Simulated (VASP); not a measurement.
# InAs (so) (F-43m) in VASP: relaxation of cell and atoms with PBEsol

Aim: the relaxation of cell and atoms of InAs (so) with PBEsol.

Program: VASP 6.6.1. These are calculated values, not measurements. Logs are shortened: lines on timing, memory, paths and dates and some standing lists are left out, and cuts for length are marked.

## 1. The cell of the first run

Symmetry: F-43m, No. 216, cubic system. Conventional cell: a = 5.875 Å, b = 5.875 Å, c = 5.875 Å, α = 90.00°, β = 90.00°, γ = 90.00°. Within 3.4 Å of In (site symmetry -43m) lie 4 As at 2.54 Å. Within 3.4 Å of As (site symmetry -43m) lie 4 In at 2.54 Å.

## 2. Relaxation of cell and atoms, PBEsol, non-collinear spin, zero start, spin-orbit coupling, target pressure 7.5 GPa, at which the enthalpy is minimised

INCAR reads:

```
SYSTEM = InAs
ALGO = Normal
EDIFF = 1E-7
EDIFFG = -0.004
ENCUT = 600
GGA = PS
GGA_COMPAT = .False.
IBRION = 2
ISIF = 3
ISMEAR = 0
LASPH = .True.
LCHARG = .False.
LNONCOLLINEAR = .True.
LORBIT = 11
LORBMOM = .True.
LREAL = .False.
LSORBIT = .True.
LWAVE = .False.
MAGMOM = 0 0 0 0 0 0
NELM = 150
NSW = 70
PREC = Accurate
PSTRESS = 75.0
SIGMA = 0.1
```

KPOINTS reads:

```
k-points
0
Gamma
  10 10 10
  0 0 0
```

POSCAR reads:

```
InAs
1.0
    0.0000000000      2.9377496965      2.9377496965
    2.9377496965      0.0000000000      2.9377496965
    2.9377496965      2.9377496965      0.0000000000
In As
1 1
Direct
    0.0000000000      0.0000000000      0.0000000000
    0.2500000000      0.2500000000      0.2500000000
```

Potentials or basis: VASP PAW PBE potentials, release 64 (In_d, As).

Run with:

```
$ cat potpaw_PBE.64/In_d/POTCAR potpaw_PBE.64/As/POTCAR > POTCAR
$ mpirun -np 1 vasp_ncl > vasp.out
```

OUTCAR:

```text
SYSTEM = InAs
   EDIFF = 1E-7
   EDIFFG = -0.004
   ENCUT = 600
   GGA = PS
   IBRION = 2
   ISIF = 3
   ISMEAR = 0
   LASPH = .True.
   LNONCOLLINEAR = .True.
   LORBIT = 11
   LREAL = .False.
   LSORBIT = .True.
   NELM = 150
   NSW = 70
   PREC = Accurate
   PSTRESS = 75.0

 ion  position               nearest neighbor table
   1  0.000  0.000  0.000-   2 2.54   2 2.54   2 2.54   2 2.54
   2  0.250  0.250  0.250-   1 2.54   1 2.54   1 2.54   1 2.54

  LATTYP: Found a face centered cubic cell.
 ALAT       =     5.8754993930

  Lattice vectors:

 A1 = (   0.0000000000,   2.9377496965,   2.9377496965)
 A2 = (   2.9377496965,   0.0000000000,   2.9377496965)
 A3 = (   2.9377496965,   2.9377496965,   0.0000000000)

Analysis of symmetry for initial positions (statically):
=====================================================================
 Subroutine PRICEL returns:
 Original cell was already a primitive cell.

 Routine SETGRP: Setting up the symmetry group for a
 face centered cubic supercell.

 Subroutine GETGRP returns: Found 24 space group operations
 (whereof 24 operations were pure point group operations)
 out of a pool of 48 trial point group operations.

The static configuration has the point symmetry T_d .

Analysis of symmetry for dynamics (positions and initial velocities):
=====================================================================
 Subroutine PRICEL returns:
 Original cell was already a primitive cell.

 Routine SETGRP: Setting up the symmetry group for a
 face centered cubic supercell.

 Subroutine GETGRP returns: Found 24 space group operations
 (whereof 24 operations were pure point group operations)
 out of a pool of 48 trial point group operations.

The dynamic configuration has the point symmetry T_d .

Analysis of structural, dynamic, and magnetic symmetry:
=====================================================================
 Subroutine PRICEL returns:
 Original cell was already a primitive cell.

 Routine SETGRP: Setting up the symmetry group for a
 face centered cubic supercell.

 Subroutine GETGRP returns: Found 24 space group operations
 (whereof 24 operations were pure point group operations)
 out of a pool of 48 trial point group operations.

The overall configuration has the point symmetry T_d .

 Subroutine INISYM returns: Found 24 space group operations
 (whereof 24 operations are pure point group operations),
 and found     1 'primitive' translations

----------------------------------------------------------------------------------------

                                     Primitive cell

  volume of cell :      50.7078

  direct lattice vectors                    reciprocal lattice vectors
     0.000000000  2.937749697  2.937749697    -0.170198299  0.170198299  0.170198299
     2.937749697  0.000000000  2.937749697     0.170198299 -0.170198299  0.170198299
     2.937749697  2.937749697  0.000000000     0.170198299  0.170198299 -0.170198299

  length of vectors
     4.154605464  4.154605464  4.154605464     0.294792101  0.294792101  0.294792101

  position of ions in fractional coordinates (direct lattice)
     0.000000000  0.000000000  0.000000000
     0.250000000  0.250000000  0.250000000

  ion indices of the primitive-cell ions
   primitive index   ion index
                 1           1
                 2           2

----------------------------------------------------------------------------------------

 KPOINTS: k-points

Automatic generation of k-mesh.
 Grid dimensions read from file:
 generate k-points for:   10   10   10

 Generating k-lattice:

  Cartesian coordinates                     Fractional coordinates (reciprocal lattice)
    -0.017019830  0.017019830  0.017019830     0.100000000  0.000000000  0.000000000
     0.017019830 -0.017019830  0.017019830     0.000000000  0.100000000  0.000000000
     0.017019830  0.017019830 -0.017019830     0.000000000  0.000000000  0.100000000

[... 105 lines left out ...]
  ext. energy  EPLUGINS =         0.00000000
  ---------------------------------------------------
  free energy    TOTEN  =        -8.41376010 eV

  energy without entropy =       -8.41360354  energy(sigma->0) =       -8.41368182

------------------------ aborting loop because EDIFF is reached ----------------------------------------

  FORCE on cell =-STRESS in cart. coord.  units (eV):
  Direction    XX          YY          ZZ          XY          YZ          ZX
  --------------------------------------------------------------------------------------
  -------------------------------------------------------------------------------------
  Total        2.4441965      2.4441965      2.4441965      0.0000000      0.0000000      0.0000000
  in kB       77.2275635     77.2275635     77.2275635      0.0000000      0.0000000      0.0000000
  external PRESSURE =       2.2275635 kB  Pullay stress =      75.0000000 kB
[... 73 lines left out ...]
 number of electron      17.9999998 magnetization       0.0000000      0.0000000     -0.0000000

 number of electron      17.9999998 magnetization      -0.0000000      0.0000000     -0.0000000

 Free energy of the ion-electron system (eV)
  ---------------------------------------------------
  ext. energy  EPLUGINS =         0.00000000
  ---------------------------------------------------
  free energy    TOTEN  =        -8.41964028 eV

  energy without entropy =       -8.41947908  energy(sigma->0) =       -8.41955968

 E-fermi :   5.4247     XC(G=0):  -9.6548

 val. band max:        5.4113636135   @ k =   0.0000   0.0000   0.0000
 cond. band min:       6.3212072849   @ k =   0.5000   0.0000   0.0000
 fundamental gap:      0.9098436714
 Fermi energy:         5.4247172055

 k-point     1 :       0.0000    0.0000    0.0000
  band No.  band energies     occupation
      1      -9.7123      1.00000
      2      -9.7123      1.00000
      3      -9.7123      1.00000
      4      -9.7123      1.00000
      5      -8.9439      1.00000
      6      -8.9439      1.00000
[... 685 lines left out ...]
     25      10.5107      0.00000
     26      10.5931      0.00000

 [... further k-points ...]

------------------------ aborting loop because EDIFF is reached ----------------------------------------

  FORCE on cell =-STRESS in cart. coord.  units (eV):
  Direction    XX          YY          ZZ          XY          YZ          ZX
  --------------------------------------------------------------------------------------
  -------------------------------------------------------------------------------------
  Total        2.3806617      2.3806617      2.3806617      0.0000000     -0.0000000      0.0000000
  in kB       75.0368814     75.0368814     75.0368814      0.0000000     -0.0000000      0.0000000
  external PRESSURE =       0.0368814 kB  Pullay stress =      75.0000000 kB
[... 21 lines left out ...]
  energy  without entropy=       -8.4194790816  energy(sigma->0) =       -8.41955968

  enthalpy is  TOTEN    =        -6.0401487457 eV   P V=        2.3794915378

 reached required accuracy - stopping structural energy minimisation

 orbital moment (x)

 # of ion     p       d       tot
 ----------------------------------------
  1         0.000  -0.000  -0.000
  2        -0.000  -0.000  -0.000
 ----------------------------------------
            0.000  -0.000  -0.000

 orbital moment (y)

 # of ion     p       d       tot
 ----------------------------------------
  1        -0.000  -0.000  -0.000
  2         0.000  -0.000   0.000
 ----------------------------------------
            0.000  -0.000   0.000

 orbital moment (z)

 # of ion     p       d       tot
 ----------------------------------------
  1         0.000   0.000   0.000
  2         0.000   0.000   0.000
 ----------------------------------------
            0.000   0.000   0.000

 Spin-Orbit-Coupling matrix elements

 Ion:    1  E_soc:     -0.0759683
 l=   1
     0.0000000    -0.0061323    -0.0061323
    -0.0061323     0.0000000    -0.0061323
    -0.0061323    -0.0061323     0.0000000
 l=   2
     0.0000000    -0.0013261     0.0000000    -0.0013261    -0.0052030
    -0.0013261     0.0000000    -0.0039022    -0.0013261    -0.0013007
     0.0000000    -0.0039022     0.0000000    -0.0039022     0.0000000
    -0.0013261    -0.0013261    -0.0039022     0.0000000    -0.0013007
    -0.0052030    -0.0013007     0.0000000    -0.0013007     0.0000000
 l=   3
     0.0000000     0.0000000     0.0000000     0.0000000     0.0000000     0.0000000     0.0000000
     0.0000000     0.0000000     0.0000000     0.0000000     0.0000000     0.0000000     0.0000000
     0.0000000     0.0000000     0.0000000     0.0000000     0.0000000     0.0000000     0.0000000
     0.0000000     0.0000000     0.0000000     0.0000000     0.0000000     0.0000000     0.0000000
     0.0000000     0.0000000     0.0000000     0.0000000     0.0000000     0.0000000     0.0000000
     0.0000000     0.0000000     0.0000000     0.0000000     0.0000000     0.0000000     0.0000000
     0.0000000     0.0000000     0.0000000     0.0000000     0.0000000     0.0000000     0.0000000

 Ion:    2  E_soc:     -0.0257022
 l=   1
     0.0000000    -0.0042814    -0.0042814
    -0.0042814     0.0000000    -0.0042814
    -0.0042814    -0.0042814     0.0000000
 l=   2
     0.0000000    -0.0000007     0.0000000    -0.0000007    -0.0000015
    -0.0000007     0.0000000    -0.0000012    -0.0000007    -0.0000004
     0.0000000    -0.0000012     0.0000000    -0.0000012     0.0000000
    -0.0000007    -0.0000007    -0.0000012     0.0000000    -0.0000004
    -0.0000015    -0.0000004     0.0000000    -0.0000004     0.0000000
 l=   3
     0.0000000     0.0000000     0.0000000     0.0000000     0.0000000     0.0000000     0.0000000
     0.0000000     0.0000000     0.0000000     0.0000000     0.0000000     0.0000000     0.0000000
     0.0000000     0.0000000     0.0000000     0.0000000     0.0000000     0.0000000     0.0000000
     0.0000000     0.0000000     0.0000000     0.0000000     0.0000000     0.0000000     0.0000000
     0.0000000     0.0000000     0.0000000     0.0000000     0.0000000     0.0000000     0.0000000
     0.0000000     0.0000000     0.0000000     0.0000000     0.0000000     0.0000000     0.0000000
     0.0000000     0.0000000     0.0000000     0.0000000     0.0000000     0.0000000     0.0000000

 total charge

# of ion       s       p       d       tot
------------------------------------------
    1        0.853   0.827   9.903  11.583
    2        1.217   1.624   0.028   2.868
--------------------------------------------------
tot          2.070   2.451   9.931  14.451

 magnetization (x)

# of ion       s       p       d       tot
------------------------------------------
    1        0.000  -0.000  -0.000  -0.000
    2        0.000  -0.000  -0.000  -0.000
--------------------------------------------------
tot          0.000  -0.000  -0.000  -0.000

 magnetization (y)

# of ion       s       p       d       tot
------------------------------------------
    1        0.000  -0.000   0.000  -0.000
    2        0.000  -0.000   0.000  -0.000
--------------------------------------------------
tot          0.000  -0.000   0.000  -0.000

 magnetization (z)

# of ion       s       p       d       tot
------------------------------------------
    1       -0.000   0.000   0.000  -0.000
    2        0.000  -0.000   0.000  -0.000
--------------------------------------------------
tot         -0.000   0.000   0.000  -0.000
```

It took 9.2 min on 1 thread of Intel Xeon Platinum 8488C (Sapphire Rapids), shared host; peak memory 0.49 GiB.

What came out:

* Free energy: -8.4196 eV
* Relaxed volume: 25.42 Å³/atom
* Relaxed cell: a = 4.158 Å, b = 4.158 Å, c = 4.158 Å, α = 60.00°, β = 60.00°, γ = 60.00°
* Space group after relaxing (to 0.05 Å): F-43m (No. 216)
* Energy change on relaxing (the enthalpy is what falls): -2.9 meV/atom
* Ionic steps: 3
* Pressure after relaxing: 7.5 GPa
* Net moment: 0.00 μB per cell
* Valence electrons inside the program's atomic spheres: In 11.58; As 2.87

The path:
```tsv
step	energy change (eV)	largest force (eV/Å)	pressure (GPa)	volume (Å³)
1	0.0000	0.0000	7.72	50.71
2	-0.0121	0.0000	7.27	50.97
3	-0.0059	0.0000	7.50	50.83
```

Final structure:
```yaml
crystal:
  lattice:
    - [0.00000, 2.94014, 2.94014]
    - [2.94014, 0.00000, 2.94014]
    - [2.94014, 2.94014, 0.00000]
  atoms:
    - { symbol: In, position: [0.00000, 0.00000, 0.00000] }
    - { symbol: As, position: [0.25000, 0.25000, 0.25000] }
```

Moments on the atoms (μB; x, y, z):
```
In  0.00 0.00 0.00
As  0.00 0.00 0.00
```

Caveat: the cell is relaxed towards a set pressure, so the enthalpy falls and the energy may rise; the PAW data sets were made with another functional, which shifts forces and pressure a little.
